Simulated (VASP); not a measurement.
A run of VASP 6.6.1:

File INCAR:

```
  PREC = Accurate
  ENCUT = 520
  EDIFF = 1E-6
  ISMEAR = 0
  SIGMA = 0.01
  LREAL = False
  LASPH = True
  NELM = 100
  ALGO = Normal
  ISIF = 2
  LWAVE = False
  LCHARG = True
  GGA = PE
  LELF = True
  LVHAR = True
  NBANDS = 33
```

File KPOINTS:

```
regular mesh
0
Gamma
  12 12 6
```

The input POSCAR:

```
Ta4O
1.0
    3.2574970000      0.0000000000      0.0000000000
    0.0000000000      3.2574970000      0.0000000000
    0.0000000000      0.0000000000      7.4093410000
Ta O
4 1
Direct
    0.0000000000      0.0000000000      0.5000000000
    0.5000000000      0.5000000000      0.7831580000
    0.5000000000      0.5000000000      0.2168420000
    0.0000000000      0.0000000000      0.0000000000
    0.5000000000      0.5000000000      0.5000000000
```

Potentials or basis: VASP PAW PBE potentials, release 64 (Ta_pv, O).

The run is started by

```sh
$ cat potpaw_PBE.64/Ta_pv/POTCAR potpaw_PBE.64/O/POTCAR > POTCAR
$ mpirun -np 1 vasp_std > vasp.out
```

Hardware: 1 thread of Intel(R) Xeon(R) Platinum 8259CL CPU @ 2.50GHz (Skylake/Cascade Lake) (shared host).

Problem. How long does it take, and how much memory?

Solution. Wall time 3.3 min on 1 thread of Intel(R) Xeon(R) Platinum 8259CL CPU @ 2.50GHz (Skylake/Cascade Lake) (shared host), peak memory 0.34 GiB. Counts: scf iterations 16, k points 112.
